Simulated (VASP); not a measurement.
# C (I4_1/amd) in VASP: a series of runs

The runs below take C through single point, with LDA.

All numbers are computed with VASP 6.6.1; they aren't measurements. Logs are shortened: lines on timing, memory, paths and dates and some standing lists are left out, and cuts for length are marked.

### Step 1. The cell of the first run

The structure is tetragonal, space group I4_1/amd (No. 141). The conventional cell has a = 2.477 Å, b = 2.477 Å, c = 3.589 Å, α = 90.00°, β = 90.00°, γ = 90.00°. Within 2.0 Å of C (site symmetry -4m2) lie 4 C at 1.53 Å.

### Step 2. Single point, LDA (5.51 Å³/atom)

INCAR reads:

```
SYSTEM = C
ALGO = Normal ; EDIFF = 1E-6
ENCUT = 1300 ; GGA_COMPAT = .False.
ISIF = 2 ; ISMEAR = 0
LASPH = .True. ; LCHARG = .False.
LREAL = .False. ; LWAVE = .False.
NBANDS = 11 ; NELM = 120
PREC = Accurate ; SIGMA = 0.05
```

KPOINTS reads:

```
k-points
0
Gamma
  12 12 12
  0 0 0
```

POSCAR reads:

```
C
1.0
    0.0000000000      1.7516377798      1.7943777417
    1.7516377798      0.0000000000      1.7943777417
    1.7516377798      1.7516377798      0.0000000000
C
2
Direct
    0.5000000000      0.5000000000      0.5000000000
    0.7500000000      0.7500000000      0.7500000000
```

Potentials or basis: VASP PAW LDA potentials, release 64 (C_h).

Started as:

```console
$ cat potpaw_LDA.64/C_h/POTCAR > POTCAR
$ mpirun -np 1 vasp_std > vasp.out
```

OUTCAR:

```text
SYSTEM = C
   EDIFF = 1E-6
   ENCUT = 1300
   ISIF = 2
   ISMEAR = 0
   LASPH = .True.
   LREAL = .False.
   NELM = 120
   PREC = Accurate

 ion  position               nearest neighbor table
   1  0.500  0.500  0.500-
   2  0.750  0.750  0.750-

  LATTYP: Found a body centered tetragonal cell.
 ALAT       =     2.4771899046
 C/A-ratio  =     1.4487203734

  Lattice vectors:

 A1 = (  -1.7516377798,   0.0000000000,   1.7943777417)
 A2 = (   1.7516377798,   0.0000000000,   1.7943777417)
 A3 = (   0.0000000000,   1.7516377798,  -1.7943777417)

Analysis of symmetry for initial positions (statically):
=====================================================================
 Subroutine PRICEL returns:
 Original cell was already a primitive cell.

 Routine SETGRP: Setting up the symmetry group for a
 body centered tetragonal supercell.

 Subroutine GETGRP returns: Found 16 space group operations
 (whereof  8 operations were pure point group operations)
 out of a pool of 16 trial point group operations.

The static configuration has the point symmetry D_2d.
 The point group associated with its full space group is D_4h.

Analysis of symmetry for dynamics (positions and initial velocities):
=====================================================================
 Subroutine PRICEL returns:
 Original cell was already a primitive cell.

 Routine SETGRP: Setting up the symmetry group for a
 body centered tetragonal supercell.

 Subroutine GETGRP returns: Found 16 space group operations
 (whereof  8 operations were pure point group operations)
 out of a pool of 16 trial point group operations.

The dynamic configuration has the point symmetry D_2d.
 The point group associated with its full space group is D_4h.

 Subroutine INISYM returns: Found 16 space group operations
 (whereof  8 operations are pure point group operations),
 and found     1 'primitive' translations

----------------------------------------------------------------------------------------

                                     Primitive cell

  volume of cell :      11.0111

  direct lattice vectors                    reciprocal lattice vectors
     0.000000000  1.751637780  1.794377742    -0.285447143  0.285447143  0.278648129
     1.751637780  0.000000000  1.794377742     0.285447143 -0.285447143  0.278648129
     1.751637780  1.751637780  0.000000000     0.285447143  0.285447143 -0.278648129

  length of vectors
     2.507593745  2.507593745  2.477189905     0.490514957  0.490514957  0.490514957

  position of ions in fractional coordinates (direct lattice)
     0.500000000  0.500000000  0.500000000
     0.750000000  0.750000000  0.750000000

  ion indices of the primitive-cell ions
   primitive index   ion index
                 1           1
                 2           2

----------------------------------------------------------------------------------------

 KPOINTS: k-points

Automatic generation of k-mesh.
 Grid dimensions read from file:
 generate k-points for:   12   12   12

 Generating k-lattice:

  Cartesian coordinates                     Fractional coordinates (reciprocal lattice)
    -0.023787262  0.023787262  0.023220677     0.083333333  0.000000000  0.000000000
     0.023787262 -0.023787262  0.023220677     0.000000000  0.083333333  0.000000000
     0.023787262  0.023787262 -0.023220677     0.000000000  0.000000000  0.083333333

  Length of vectors
     0.040876246  0.040876246  0.040876246

  Shift w.r.t. Gamma in fractional coordinates (k-lattice)
     0.000000000  0.000000000  0.000000000

 Subroutine IBZKPT returns following result:
 ===========================================

 Found    163 irreducible k-points:

 Following reciprocal coordinates:
            Coordinates               Weight
  0.000000  0.000000  0.000000      1.000000
  0.083333  0.000000  0.000000      8.000000
  0.166667  0.000000  0.000000      8.000000
  0.250000 -0.000000  0.000000      8.000000
  0.333333  0.000000  0.000000      8.000000
  0.416667  0.000000  0.000000      8.000000
[... 16 lines left out ...]
  0.500000  0.166667  0.000000      8.000000
 -0.416667  0.166667  0.000000      8.000000
 [... further k-points ...]
   k-points           NKPTS =    163   k-points in BZ     NKDIM =    163   number of bands    NBANDS=     11
   number of dos      NEDOS =    301   number of ions     NIONS =      2
   total plane-waves  NPLWV =  27000
   dimension x,y,z NGX =    30 NGY =   30 NGZ =   30
   dimension x,y,z NGXF=    60 NGYF=   60 NGZF=   60
   ions per type =               2
   NGX,Y,Z   is equivalent  to a cutoff of  19.89, 19.89, 20.13 a.u.
   NGXF,Y,Z  is equivalent  to a cutoff of  39.78, 39.78, 40.27 a.u.
 SYSTEM =  C
   PREC   = accura    normal or accurate (medium, high low for compatibility)
   ISTART =      0    job   : 0-new  1-cont  2-samecut
   ICHARG =      2    charge: 1-file 2-atom 10-const
   ISPIN  =      1    spin polarized calculation?
   LNONCOLLINEAR =      F non collinear calculations
   LSORBIT =      F    spin-orbit coupling
   LASPH  =      T    aspherical Exc in radial PAW
   ENCUT  = 1300.0 eV  95.55 Ry    9.77 a.u.   7.37  7.37  7.28*2*pi/ulx,y,z
   NELM   =    120;   NELMIN=  2; NELMDL= -5     # of ELM steps
   EDIFF  = 0.1E-05   stopping-criterion for ELM
   LREAL  =      F    real-space projection
   EDIFFG = 0.1E-04   stopping-criterion for IOM
   NSW    =      0    number of steps for IOM
   IBRION =     -1    ionic relax: 0-MD 1-quasi-New 2-CG
   NFREE  =      0    steps in history (QN), initial steepest desc. (CG)
   ISIF   =      2    stress and relaxation
   ISYM   =      2    0-nonsym 1-usesym 2-fastsym
   POTIM  = 0.5000    time-step for ionic-motion
   TEBEG  =    0.0;   TEEND  =   0.0 temperature during run
   PSTRESS=    0.0 pullay stress
   NELECT =       8.0000    total number of electrons
   NUPDOWN=      -1.0000    fix difference up-down
   EMIN   =  10.00;   EMAX   =-10.00  energy-range for DOS
   EFERMI =   0.00;   METHOD = LEGACY
   ISMEAR =     0;   SIGMA  =   0.05  broadening in eV -4-tet -1-fermi 0-gaus
   EFERMI_NEDOS =   21; number of points for ismear=-14 and -15
   IALGO  =     38    algorithm
   IMIX   =      4    mixing-type and parameters
     AMIX     =   0.40;   BMIX     =  1.00
     AMIX_MAG =   1.60;   BMIX_MAG =  1.00
  volume/ion in A,a.u.               =       5.51        37.15
  Fermi-wavevector in a.u.,A,eV,Ry     =   1.471727  2.781161 29.469962  2.165981
  Thomas-Fermi vector in A             =   2.586828
   LORBIT       =      0    0 simple, 1 ext, 2 COOP (PROOUT), +10 PAW based schemes
   GGA     = CA    functional components
   LHFCALC =     F    Hartree Fock is set to
   AEXX    =    0.0000 exact exchange contribution
   IVDW    =     0    specifies the selected vdW correction
   LEPSILON=     F    determine dielectric tensor
   LRPA    =     F    only Hartree local field effects (RPA)
 non-spin polarized calculation
 Gauss-broadening in eV      SIGMA  =   0.05
  energy-cutoff  :     1300.00
  volume of cell :       11.01
 maximum number of plane-waves:      1195
 NGX is ok and might be reduce to    30
   NGX = 15   NGY = 15   NGZ = 15

 number of electron       8.0000000 magnetization

 Free energy of the ion-electron system (eV)
  ---------------------------------------------------
  ext. energy  EPLUGINS =         0.00000000
  ---------------------------------------------------
  free energy    TOTEN  =       -20.25452930 eV

  energy without entropy =      -20.25452930  energy(sigma->0) =      -20.25452930

 E-fermi :  11.6975     XC(G=0): -13.7986

 val. band max:       11.4682179321   @ k =   0.0000   0.0000   0.0000
 cond. band min:      15.3575349717   @ k =   0.3333   0.0000   0.3333
 fundamental gap:      3.8893170396
 Fermi energy:        11.6974678647

 k-point     1 :       0.0000    0.0000    0.0000
  band No.  band energies     occupation
      1     -10.3790      2.00000
      2      11.0874      2.00000
      3      11.4682      2.00000
      4      11.4682      2.00000
      5      16.8748      0.00000
      6      16.8748      0.00000
      7      17.1725      0.00000
      8      25.5660      0.00000
      9      30.7484      0.00000
     10      37.5598      0.00000
     11      38.1115      0.00000

 k-point     2 :       0.0833    0.0000    0.0000
  band No.  band energies     occupation
      1     -10.1830      2.00000
      2      10.0719      2.00000
      3      10.9045      2.00000
      4      11.1418      2.00000
      5      17.3162      0.00000
      6      17.4010      0.00000
      7      17.8232      0.00000
      8      25.6751      0.00000
      9      31.0597      0.00000
     10      35.3882      0.00000
     11      36.4508      0.00000

 k-point     3 :       0.1667    0.0000    0.0000
  band No.  band energies     occupation
      1      -9.5972      2.00000
      2       7.5364      2.00000
      3      10.1423      2.00000
      4      10.4414      2.00000
      5      18.2793      0.00000
      6      18.3044      0.00000
      7      19.0196      0.00000
      8      25.9835      0.00000
      9      31.7027      0.00000
     10      33.9178      0.00000
     11      34.6889      0.00000
[... 267 lines left out ...]
 k-point    23 :       0.5000    0.1667    0.0000
  band No.  band energies     occupation
      1      -4.5363      2.00000
      2      -0.8114      2.00000
      3       6.0098      2.00000
      4       7.5025      2.00000
      5      18.7689      0.00000
      6      22.2440      0.00000
      7      22.8213      0.00000
      8      26.0348      0.00000
      9      31.4551      0.00000
     10      35.2463      0.00000
     11      38.1856      0.00000

 k-point    24 :      -0.4167    0.1667    0.0000
  band No.  band energies     occupation
      1      -3.9439      2.00000
      2      -1.5112      2.00000
      3       5.5254      2.00000
      4       7.9032      2.00000
      5      19.2420      0.00000
      6      21.7231      0.00000
      7      22.7711      0.00000
      8      27.0093      0.00000
      9      30.9849      0.00000
     10      35.7724      0.00000
     11      36.0873      0.00000

 [... further k-points ...]

------------------------ aborting loop because EDIFF is reached ----------------------------------------

  FORCE on cell =-STRESS in cart. coord.  units (eV):
  Direction    XX          YY          ZZ          XY          YZ          ZX
  --------------------------------------------------------------------------------------
  -------------------------------------------------------------------------------------
  Total        0.6099602      0.6099602     -1.0124547      0.0000000      0.0000000      0.0000000
  in kB       88.7522956     88.7522956   -147.3172850      0.0000000      0.0000000      0.0000000
  external PRESSURE =      10.0624354 kB  Pullay stress =       0.0000000 kB

 VOLUME and BASIS-vectors are now :
 -----------------------------------------------------------------------------
  energy-cutoff  :     1300.00
  volume of cell :       11.01
      direct lattice vectors                 reciprocal lattice vectors
     0.000000000  1.751637780  1.794377742    -0.285447143  0.285447143  0.278648129
     1.751637780  0.000000000  1.794377742     0.285447143 -0.285447143  0.278648129
     1.751637780  1.751637780  0.000000000     0.285447143  0.285447143 -0.278648129

 POSITION                                       TOTAL-FORCE (eV/Angst)
 -----------------------------------------------------------------------------------
      1.75164      1.75164      1.79438         0.000000      0.000000      0.000000
      2.62746      2.62746      2.69157        -0.000000     -0.000000      0.000000
 -----------------------------------------------------------------------------------
    total drift:                                0.000000     -0.000000     -0.000000

  FREE ENERGIE OF THE ION-ELECTRON SYSTEM (eV)
  ---------------------------------------------------
  free  energy   TOTEN  =       -20.2545293028 eV

  energy  without entropy=      -20.2545293028  energy(sigma->0) =      -20.25452930
```

Run time: 80 s. Hardware: 1 thread of Intel Xeon Platinum 8259CL at 2.50GHz (Skylake/Cascade Lake), shared host; peak memory 0.18 GiB.

What came out:

| Quantity | Value |
| --- | --- |
| Free energy | -20.2545 eV |
| Pressure | 1.0 GPa |
| Band gap on the k mesh | 3.89 eV (least direct gap 5.41 eV) |

Stress tensor (GPa, compression positive):
```
  8.88   0.00   0.00
  0.00   8.88   0.00
  0.00   0.00 -14.73
```

Levels at points of the mesh, in eV from the valence-band top:
| k point | band 1 | band 2 | band 3 | band 4 | band 5 | band 6 | band 7 | band 8 |
| --- | --- | --- | --- | --- | --- | --- | --- | --- |
| (0.00, 0.00, 0.00) | -21.85 | -0.38 | 0.00 | 0.00 | 5.41 | 5.41 | 5.70 | 14.10 |
| (0.50, 0.00, 0.00) | -15.83 | -13.82 | -3.22 | -2.77 | 8.10 | 8.49 | 9.47 | 15.55 |
| (0.50, 0.50, 0.00) | -13.21 | -13.21 | -6.35 | -6.35 | 5.03 | 5.03 | 16.86 | 16.86 |
| (0.50, 0.00, 0.50) | -12.82 | -12.82 | -6.72 | -6.72 | 4.46 | 4.46 | 16.96 | 16.96 |

Caveat: the stress differs along the axes, from -15 to 9 GPa.

### Step 3. Single point, LDA (5.77 Å³/atom)

This run uses another cell than the first one, of 5.77 Å³/atom.

INCAR reads:

```
ALGO = Normal ; EDIFF = 1E-6
ENCUT = 1300 ; GGA = CA
GGA_COMPAT = F ; ISIF = 2
ISMEAR = 0 ; LASPH = T
LCHARG = F ; LREAL = F
LWAVE = F ; NBANDS = 11
NELM = 120 ; PREC = Accurate
SIGMA = 0.05
```

KPOINTS reads:

```
k-points
0
Gamma
  12 12 12
```

POSCAR reads:

```
C
1.0
    0.0000000000      1.7368276510      1.9127682920
    1.7368276510      0.0000000000      1.9127682920
    1.7368276510      1.7368276510      0.0000000000
C
2
Direct
    0.5000000000      0.5000000000      0.5000000000
    0.7500000000      0.7500000000      0.7500000000
```

Potentials or basis: VASP PAW LDA potentials, release 64 (C_h).

Started as:

```console
$ cat potpaw_LDA.64/C_h/POTCAR > POTCAR
$ mpirun -np 1 vasp_std > vasp.out
```

Wall time 37 s (1 thread of AMD EPYC 7R13 (Zen 3), shared host); peak memory 0.15 GiB.

The run converged. Its results:

| Item | Value |
| --- | --- |
| Free energy | -20.0208 eV |
| Pressure | -18.9 GPa |
| Band gap on the k mesh | 2.90 eV (least direct gap 4.66 eV) |

Stress tensor (GPa, compression positive):
```
 13.05   0.00   0.00
  0.00  13.05   0.00
  0.00   0.00 -82.87
```

Levels at points of the mesh, in eV from the valence-band top:
| k point | band 1 | band 2 | band 3 | band 4 | band 5 | band 6 | band 7 | band 8 |
| --- | --- | --- | --- | --- | --- | --- | --- | --- |
| (0.00, 0.00, 0.00) | -21.62 | -1.59 | 0.00 | 0.00 | 4.66 | 4.66 | 5.82 | 12.41 |
| (0.50, 0.00, 0.00) | -15.84 | -13.68 | -4.16 | -2.35 | 5.98 | 8.15 | 9.63 | 14.77 |
| (0.50, 0.50, 0.00) | -13.97 | -13.97 | -5.73 | -5.73 | 5.66 | 5.66 | 15.40 | 15.40 |
| (0.50, 0.00, 0.50) | -12.50 | -12.50 | -7.11 | -7.11 | 3.46 | 3.46 | 15.52 | 15.52 |

Caveat: the stress differs along the axes, from -83 to 13 GPa.

### Step 4. Single point, LDA (5.51 Å³/atom)

INCAR reads:

```
SYSTEM = C
ALGO = Normal ; EDIFF = 1E-6
ENCUT = 1300 ; GGA = CA
GGA_COMPAT = .FALSE. ; ISIF = 2
ISMEAR = 0 ; LASPH = .TRUE.
LCHARG = .FALSE. ; LREAL = .FALSE.
LWAVE = .FALSE. ; NBANDS = 11
NELM = 120 ; PREC = Accurate
SIGMA = 0.05
```

KPOINTS reads:

```
k-points
0
G
  12 12 12
  0 0 0
```

POSCAR reads:

```
C
1.0
    0.0000000000      1.7098799263      1.8830907628
    1.7098799263      0.0000000000      1.8830907628
    1.7098799263      1.7098799263      0.0000000000
C
2
Direct
    0.5000000000      0.5000000000      0.5000000000
    0.7500000000      0.7500000000      0.7500000000
```

Started as:

```console
$ cat potpaw_LDA.64/C_h/POTCAR > POTCAR
$ mpirun -np 1 vasp_std > vasp.out
```

Run time: 52 s. Hardware: 1 thread of Intel Xeon Platinum 8488C (Sapphire Rapids), shared host; peak memory 0.18 GiB.

It converged, with:

- Free energy: -20.0505 eV
- Pressure: 1.2 GPa
- Band gap on the k mesh: 2.98 eV (least direct gap 4.77 eV)

Stress tensor (GPa, compression positive):
```
 34.90   0.00   0.00
  0.00  34.90   0.00
  0.00   0.00 -66.12
```

Levels at points of the mesh, in eV from the valence-band top:
```
           k point  band 1  band 2  band 3  band 4  band 5  band 6  band 7  band 8
(0.00, 0.00, 0.00)  -22.27   -1.65    0.00    0.00    4.77    4.77    5.96   13.47
(0.50, 0.00, 0.00)  -16.22  -14.22   -4.34   -2.45    6.23    8.37   10.17   15.20
(0.50, 0.50, 0.00)  -14.37  -14.37   -5.99   -5.99    5.80    5.80   16.08   16.08
(0.50, 0.00, 0.50)  -12.83  -12.83   -7.43   -7.43    3.53    3.53   16.18   16.18
```

Caveat: the stress differs along the axes, from -66 to 35 GPa.

### Step 5. Single point, LDA (5.51 Å³/atom)

INCAR reads:

```
SYSTEM = C
PREC = Accurate
ENCUT = 1300
EDIFF = 1E-6
ISMEAR = 0
SIGMA = 0.05
LREAL = .False.
LASPH = .True.
NELM = 120
ALGO = Normal
ISIF = 2
LWAVE = .False.
LCHARG = .False.
NBANDS = 11
GGA_COMPAT = .False.
```

KPOINTS reads:

```
Automatic mesh
0
Gamma
  12 12 12
  0 0 0
```

POSCAR reads:

```
C
1.0
    0.0000000000      1.7376160000      1.8234542304
    1.7376160000      0.0000000000      1.8234542304
    1.7376160000      1.7376160000      0.0000000000
C
2
Direct
    0.5000000000      0.5000000000      0.5000000000
    0.7500000000      0.7500000000      0.7500000000
```

Started as:

```console
$ cat potpaw_LDA.64/C_h/POTCAR > POTCAR
$ mpirun -np 1 vasp_std > vasp.out
```

It took 79 s on 1 thread of Intel Xeon Platinum 8375C at 2.90GHz (Ice Lake), shared host; peak memory 0.18 GiB.

It converged, with:

```yaml
Free_energy: -20.2149 eV
Pressure: 1.0 GPa
Band_gap_on_the_k_mesh: 3.58 eV (least direct gap 5.19 eV)
```

Stress tensor (GPa, compression positive):
```
 17.15   0.00   0.00
  0.00  17.15   0.00
  0.00   0.00 -31.18
```

Levels at points of the mesh, in eV from the valence-band top:
| k point | band 2 | band 3 | band 4 | band 5 | band 6 | band 7 |
| --- | --- | --- | --- | --- | --- | --- |
| (0.00, 0.00, 0.00) | -0.78 | 0.00 | 0.00 | 5.19 | 5.19 | 5.79 |
| (0.50, 0.00, 0.00) | -13.95 | -3.58 | -2.66 | 7.51 | 8.46 | 9.67 |
| (0.50, 0.50, 0.00) | -13.59 | -6.23 | -6.23 | 5.29 | 5.29 | 16.62 |
| (0.50, 0.00, 0.50) | -12.82 | -6.96 | -6.96 | 4.15 | 4.15 | 16.77 |

Caveat: the stress differs along the axes, from -31 to 17 GPa. A k mesh can miss the band edges.

### Step 6. Summary

| cell | gap on the mesh (eV) | pressure (GPa) |
| --- | --- | --- |
| a = 2.508, b = 2.508, c = 2.477 Å, angles 60.4, 60.4, 59.2°, 2 atoms | 3.89 | 1.0 |
| a = 2.584, b = 2.584, c = 2.456 Å, angles 61.6, 61.6, 56.8°, 2 atoms | 2.90 | -18.9 |
| a = 2.544, b = 2.544, c = 2.418 Å, angles 61.6, 61.6, 56.8°, 2 atoms | 2.98 | 1.2 |
| a = 2.519, b = 2.519, c = 2.457 Å, angles 60.8, 60.8, 58.4°, 2 atoms | 3.58 | 1.0 |

Alike in all rows: task single point; level LDA; potentials or basis VASP PAW LDA potentials, release 64 (C_h); no spin polarisation; k mesh 12 × 12 × 12; cutoff (eV) 1300; smearing gaussian 0.05 eV.

Caveats: the stress differs along the axes, from -15 to 9 GPa (at least some runs); the stress differs along the axes, from -83 to 13 GPa (at least some runs); the stress differs along the axes, from -66 to 35 GPa (at least some runs); the stress differs along the axes, from -31 to 17 GPa (at least some runs).

Absolute energies hang on the potentials; compare differences alone.
